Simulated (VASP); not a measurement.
# Hg (Fm-3m) in VASP: a series of runs, part 3 of 3

VASP 6.6.1. Earlier steps stand in the parts before.

**5. Single point, PBEsol**

INCAR reads:

```
PREC = Accurate
ENCUT = 520
EDIFF = 1E-6
ISMEAR = -1
SIGMA = 0.2585199978643553
LREAL = F
LASPH = T
NELM = 60
ALGO = Normal
ISIF = 2
LWAVE = F
LCHARG = T
GGA = PS
LELF = T
LVHAR = T
NBANDS = 12
```

KPOINTS reads:

```
regular mesh
0
Gamma
  8 8 8
```

POSCAR reads:

```
Hg
1.0
    0.0000000000      2.3919113801      2.3919113801
    2.3919113801      0.0000000000      2.3919113801
    2.3919113801      2.3919113801      0.0000000000
Hg
1
Direct
    0.0000000000      0.0000000000      0.0000000000
```

Potentials or basis: VASP PAW PBE potentials, release 64 (Hg).

Command:

```
cat potpaw_PBE.64/Hg/POTCAR > POTCAR
mpirun -np 1 vasp_std > vasp.out
```

OUTCAR:

```text
PREC = Accurate
   ENCUT = 520
   EDIFF = 1E-6
   ISMEAR = -1
   LREAL = F
   LASPH = T
   NELM = 60
   ISIF = 2
   GGA = PS

 ion  position               nearest neighbor table
   1  0.000  0.000  0.000-

  LATTYP: Found a face centered cubic cell.
 ALAT       =     4.7838227602

  Lattice vectors:

 A1 = (   0.0000000000,   2.3919113801,   2.3919113801)
 A2 = (   2.3919113801,   0.0000000000,   2.3919113801)
 A3 = (   2.3919113801,   2.3919113801,   0.0000000000)

Analysis of symmetry for initial positions (statically):
=====================================================================
 Subroutine PRICEL returns:
 Original cell was already a primitive cell.

 Routine SETGRP: Setting up the symmetry group for a
 face centered cubic supercell.

 Subroutine GETGRP returns: Found 48 space group operations
 (whereof 48 operations were pure point group operations)
 out of a pool of 48 trial point group operations.

The static configuration has the point symmetry O_h .

Analysis of symmetry for dynamics (positions and initial velocities):
=====================================================================
 Subroutine PRICEL returns:
 Original cell was already a primitive cell.

 Routine SETGRP: Setting up the symmetry group for a
 face centered cubic supercell.

 Subroutine GETGRP returns: Found 48 space group operations
 (whereof 48 operations were pure point group operations)
 out of a pool of 48 trial point group operations.

The dynamic configuration has the point symmetry O_h .

 Subroutine INISYM returns: Found 48 space group operations
 (whereof 48 operations are pure point group operations),
 and found     1 'primitive' translations

----------------------------------------------------------------------------------------

                                     Primitive cell

  volume of cell :      27.3694

  direct lattice vectors                    reciprocal lattice vectors
     0.000000000  2.391911380  2.391911380    -0.209037845  0.209037845  0.209037845
     2.391911380  0.000000000  2.391911380     0.209037845 -0.209037845  0.209037845
     2.391911380  2.391911380  0.000000000     0.209037845  0.209037845 -0.209037845

  length of vectors
     3.382673514  3.382673514  3.382673514     0.362064168  0.362064168  0.362064168

  position of ions in fractional coordinates (direct lattice)
     0.000000000  0.000000000  0.000000000

  ion indices of the primitive-cell ions
   primitive index   ion index
                 1           1

----------------------------------------------------------------------------------------

 KPOINTS: regular mesh

Automatic generation of k-mesh.
 Grid dimensions read from file:
 generate k-points for:    8    8    8

 Generating k-lattice:

  Cartesian coordinates                     Fractional coordinates (reciprocal lattice)
    -0.026129731  0.026129731  0.026129731     0.125000000  0.000000000  0.000000000
     0.026129731 -0.026129731  0.026129731     0.000000000  0.125000000  0.000000000
     0.026129731  0.026129731 -0.026129731     0.000000000  0.000000000  0.125000000

  Length of vectors
     0.045258021  0.045258021  0.045258021

  Shift w.r.t. Gamma in fractional coordinates (k-lattice)
     0.000000000  0.000000000  0.000000000

 Subroutine IBZKPT returns following result:
 ===========================================

 Found     29 irreducible k-points:

 Following reciprocal coordinates:
            Coordinates               Weight
  0.000000  0.000000  0.000000      1.000000
  0.125000  0.000000  0.000000      8.000000
  0.250000  0.000000  0.000000      8.000000
  0.375000  0.000000  0.000000      8.000000
  0.500000  0.000000  0.000000      4.000000
  0.125000  0.125000  0.000000      6.000000
[... 16 lines left out ...]
  0.500000  0.250000  0.125000     48.000000
 -0.375000  0.250000  0.125000     24.000000
 [... further k-points ...]
   k-points           NKPTS =     29   k-points in BZ     NKDIM =     29   number of bands    NBANDS=     12
   number of dos      NEDOS =    301   number of ions     NIONS =      1
   total plane-waves  NPLWV =  21952
   dimension x,y,z NGX =    28 NGY =   28 NGZ =   28
   dimension x,y,z NGXF=    56 NGYF=   56 NGZF=   56
   ions per type =               1
   NGX,Y,Z   is equivalent  to a cutoff of  13.76, 13.76, 13.76 a.u.
   NGXF,Y,Z  is equivalent  to a cutoff of  27.52, 27.52, 27.52 a.u.
 SYSTEM =  unknown system
   PREC   = accura    normal or accurate (medium, high low for compatibility)
   ISTART =      0    job   : 0-new  1-cont  2-samecut
   ICHARG =      2    charge: 1-file 2-atom 10-const
   ISPIN  =      1    spin polarized calculation?
   LNONCOLLINEAR =      F non collinear calculations
   LSORBIT =      F    spin-orbit coupling
   LASPH  =      T    aspherical Exc in radial PAW
   ENCUT  =  520.0 eV  38.22 Ry    6.18 a.u.   6.29  6.29  6.29*2*pi/ulx,y,z
   NELM   =     60;   NELMIN=  2; NELMDL= -5     # of ELM steps
   EDIFF  = 0.1E-05   stopping-criterion for ELM
   LREAL  =      F    real-space projection
   EDIFFG = 0.1E-04   stopping-criterion for IOM
   NSW    =      0    number of steps for IOM
   IBRION =     -1    ionic relax: 0-MD 1-quasi-New 2-CG
   NFREE  =      0    steps in history (QN), initial steepest desc. (CG)
   ISIF   =      2    stress and relaxation
   ISYM   =      2    0-nonsym 1-usesym 2-fastsym
   POTIM  = 0.5000    time-step for ionic-motion
   TEBEG  =    0.0;   TEEND  =   0.0 temperature during run
   PSTRESS=    0.0 pullay stress
   NELECT =      12.0000    total number of electrons
   NUPDOWN=      -1.0000    fix difference up-down
   EMIN   =  10.00;   EMAX   =-10.00  energy-range for DOS
   EFERMI =   0.00;   METHOD = LEGACY
   ISMEAR =    -1;   SIGMA  =   0.26  broadening in eV -4-tet -1-fermi 0-gaus
   EFERMI_NEDOS =   21; number of points for ismear=-14 and -15
   IALGO  =     38    algorithm
   IMIX   =      4    mixing-type and parameters
     AMIX     =   0.40;   BMIX     =  1.00
     AMIX_MAG =   1.60;   BMIX_MAG =  1.00
  volume/ion in A,a.u.               =      27.37       184.70
  Fermi-wavevector in a.u.,A,eV,Ry     =   1.243694  2.350241 21.045144  1.546774
  Thomas-Fermi vector in A             =   2.377993
   LORBIT       =      0    0 simple, 1 ext, 2 COOP (PROOUT), +10 PAW based schemes
   GGA     = PS    functional components
   LHFCALC =     F    Hartree Fock is set to
   AEXX    =    0.0000 exact exchange contribution
   IVDW    =     0    specifies the selected vdW correction
   LEPSILON=     F    determine dielectric tensor
   LRPA    =     F    only Hartree local field effects (RPA)
 non-spin polarized calculation
  energy-cutoff  :      520.00
  volume of cell :       27.37
 maximum number of plane-waves:       754
 NGX is ok and might be reduce to    28

 number of electron      11.9999999 magnetization

 Free energy of the ion-electron system (eV)
  ---------------------------------------------------
  ext. energy  EPLUGINS =         0.00000000
  ---------------------------------------------------
  free energy    TOTEN  =        -0.53485463 eV

  energy without entropy =       -0.47143507  energy(sigma->0) =       -0.50314485

 E-fermi :   1.3220     XC(G=0): -10.2541

 val. band max:        1.2881008199   @ k =  -0.2500   0.5000   0.2500
 cond. band min:       1.3233554136   @ k =  -0.3750   0.5000   0.1250
 fundamental gap:      0.0352545936
 Fermi energy:         1.3220179029

 k-point     1 :       0.0000    0.0000    0.0000
  band No.  band energies     occupation
      1      -6.4935      2.00000
      2      -5.0742      2.00000
      3      -5.0742      2.00000
      4      -5.0742      2.00000
      5      -4.6020      2.00000
      6      -4.6020      2.00000
      7      14.6389      0.00000
      8      14.8657      0.00000
      9      14.8657      0.00000
     10      14.8657      0.00000
     11      18.6708      0.00000
     12      19.6679      0.00000
[... 331 lines left out ...]
 k-point    24 :      -0.3750    0.2500    0.1250
  band No.  band energies     occupation
      1      -5.4086      2.00000
      2      -5.2045      2.00000
      3      -4.7554      2.00000
      4      -4.6860      2.00000
      5      -4.2324      2.00000
      6       0.0107      1.98754
      7       1.8282      0.24739
      8       8.0346      0.00000
      9       9.6221      0.00000
     10      14.7615      0.00000
     11      18.0044      0.00000
     12      22.0714      0.00000

 [... further k-points ...]

------------------------ aborting loop because EDIFF is reached ----------------------------------------

  FORCE on cell =-STRESS in cart. coord.  units (eV):
  Direction    XX          YY          ZZ          XY          YZ          ZX
  --------------------------------------------------------------------------------------
  -------------------------------------------------------------------------------------
  Total       -0.4816898     -0.4816898     -0.4816898      0.0000000      0.0000000      0.0000000
  in kB      -28.1976414    -28.1976414    -28.1976414      0.0000000      0.0000000      0.0000000
  external PRESSURE =     -28.1976414 kB  Pullay stress =       0.0000000 kB

 VOLUME and BASIS-vectors are now :
 -----------------------------------------------------------------------------
  energy-cutoff  :      520.00
  volume of cell :       27.37
      direct lattice vectors                 reciprocal lattice vectors
     0.000000000  2.391911380  2.391911380    -0.209037845  0.209037845  0.209037845
     2.391911380  0.000000000  2.391911380     0.209037845 -0.209037845  0.209037845
     2.391911380  2.391911380  0.000000000     0.209037845  0.209037845 -0.209037845

 POSITION                                       TOTAL-FORCE (eV/Angst)
 -----------------------------------------------------------------------------------
      0.00000      0.00000      0.00000        -0.000000      0.000000     -0.000000
 -----------------------------------------------------------------------------------
    total drift:                               -0.000000     -0.000000     -0.000000

  FREE ENERGIE OF THE ION-ELECTRON SYSTEM (eV)
  ---------------------------------------------------
  free  energy   TOTEN  =        -0.5348546254 eV

  energy  without entropy=       -0.4714350661  energy(sigma->0) =       -0.50314485
```

stdout:

```text
POSCAR found type information on POSCAR Hg
 POSCAR found :  1 types and       1 ions
 scaLAPACK will be used
 -----------------------------------------------------------------------------
|                                                                             |
|                                                                             |
|     You enforced a specific xc type in the INCAR file but a different       |
|     I HOPE YOU KNOW WHAT YOU ARE DOING!                                     |
|                                                                             |
 -----------------------------------------------------------------------------

 LDA part: xc-table for (Slater+PW92), standard interpolation
 POSCAR, INCAR and KPOINTS ok, starting setup
 FFT: planning ... GRIDC
 FFT: planning ... GRID_SOFT
 FFT: planning ... GRID
 WAVECAR not read
 entering main loop
```

It took 19 s on 1 thread of Intel Xeon 8259CL, shared host; peak memory 0.16 GiB.

Results:

```yaml
Free_energy: -0.5349 eV
Pressure: -2.8 GPa
Band_gap_on_the_k_mesh: zero (band 6 reaches 1.36 eV, above the bottom of band 7 at 0.41 eV)
```

Caveat: the PAW data sets were made with another functional, which shifts forces and pressure a little; spin-orbit coupling is left out, which moves the levels of the heavy elements.

**6. Summary**

| level | smearing | gap on the mesh (eV) | pressure (GPa) |
| --- | --- | --- | --- |
| PBE | tetrahedron | none | 2.2 |
| PBE | gaussian 0.01 eV | none | 1.9 |
| PBEsol | gaussian 0.1 eV | none | -1.8 |
| PBEsol | fermi-dirac 0.25852 eV | none | -2.8 |

Alike in all rows: task single point; potentials or basis VASP PAW PBE potentials, release 64 (Hg); no spin polarisation; cell as given; k mesh 8 × 8 × 8; cutoff (eV) 520.

Every run on the cell as given and a fine mesh finds a metal. The pressure there spans -2.8 GPa (PBEsol) to 2.2 GPa (PBE); a positive pressure means that this level wants a larger cell, a negative one a smaller.

Caveats: spin-orbit coupling is left out, which moves the levels of the heavy elements; the PAW data sets were made with another functional, which shifts forces and pressure a little (some runs).

Absolute energies hang on the potentials; compare differences alone.
